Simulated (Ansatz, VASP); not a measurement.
RbCdCO3F: VASP beside Ansatz

```
Rb Cd C O F
1.0
     4.99156    0.00000    0.00000
    -2.49578    4.32282    0.00000
     0.00000    0.00000    4.46041
Rb Cd C O F
1 1 1 3 1
Direct
  0.00000 0.00000 0.00000
  0.66667 0.33333 0.50000
  0.33333 0.66667 0.50000
  0.18560 0.37121 0.50000
  0.18560 0.81440 0.50000
  0.62879 0.81440 0.50000
  0.66667 0.33333 0.00000
```

Alike in both runs: functional LDA; k mesh 6 × 6 × 6; occupations gaussian, width 0.02 eV; no spin polarisation.

Ansatz relaxed the structure, and its values are those at the end. VASP's run is a single point on that final structure, the one shown.

```csv
,VASP,Ansatz
version,VASP 6.6.1,Ansatz 0.2.0
potentials or method,"VASP PAW LDA potentials, release 64 (Rb_sv, Cd, C, O, F), cutoff 520 eV","scalar-relativistic, plane waves, PAW"
valence electrons in the cell,50,58
```

|  | VASP | Ansatz | Ansatz less VASP |
| --- | --- | --- | --- |
| gap on the k mesh at the Fermi level (eV) | 1.81 | 1.82 | +0.009 |
| least direct gap on the mesh (eV) | 1.81 | 1.82 | +0.009 |
| pressure (GPa) | 1.2 | 0.0 | -1.19 |
| rms of the force components (eV/Å) | 0.134 | 0.001 | -0.1333 |

LDA's correlation is that of Perdew and Zunger in VASP and of Perdew and Wang (1992) in Ansatz. One of these differences is far larger than is usual between the two programs; its cause wasn't traced. VASP's potentials hold 50 valence electrons a cell and Ansatz's 58, so a difference there can come from the potentials and not from the codes.
